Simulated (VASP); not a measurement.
## CaO: single point with r2SCAN

Crystal: CaO.

```xyz
2
Lattice="0.0000 2.6237 2.6237 2.6237 0.0000 2.6237 2.6237 2.6237 0.0000" Properties=species:S:1:pos:R:3 pbc="T T T"
Ca    0.0000    0.0000    0.0000
O     1.3119    1.3119    1.3119
```

```yaml
Program: VASP 6.6.1
Task: single point
Functional: r2SCAN
Potentials_or_basis: VASP PAW PBE potentials, release 64 (Ca_sv, O)
Cutoff: 520 eV
k_mesh: 8 × 8 × 8
Occupations: gaussian, width 0.05 eV
Spin: no spin polarisation
```

```
Pressure               : -0.7 GPa
Band gap on the k mesh : 3.67 eV (least direct gap 4.26 eV)
```

Levels at points of the mesh, in eV from the valence-band top:
```
           k point  band 6  band 7  band 8  band 9  band 10  band 11
(0.00, 0.00, 0.00)   -0.59   -0.59   -0.59    3.67     8.57     8.57
(0.50, 0.00, 0.00)   -0.98   -0.34   -0.34    6.52     8.45     8.45
(0.50, 0.50, 0.00)   -1.38    0.00    0.00    5.30     7.15     9.63
```

It took 110 s on 1 thread of Intel Xeon 8259CL (shared host), peak memory 0.17 GiB.

Caveat: the PAW data sets were made with another functional, which shifts forces and pressure a little. A k mesh can miss the band edges.
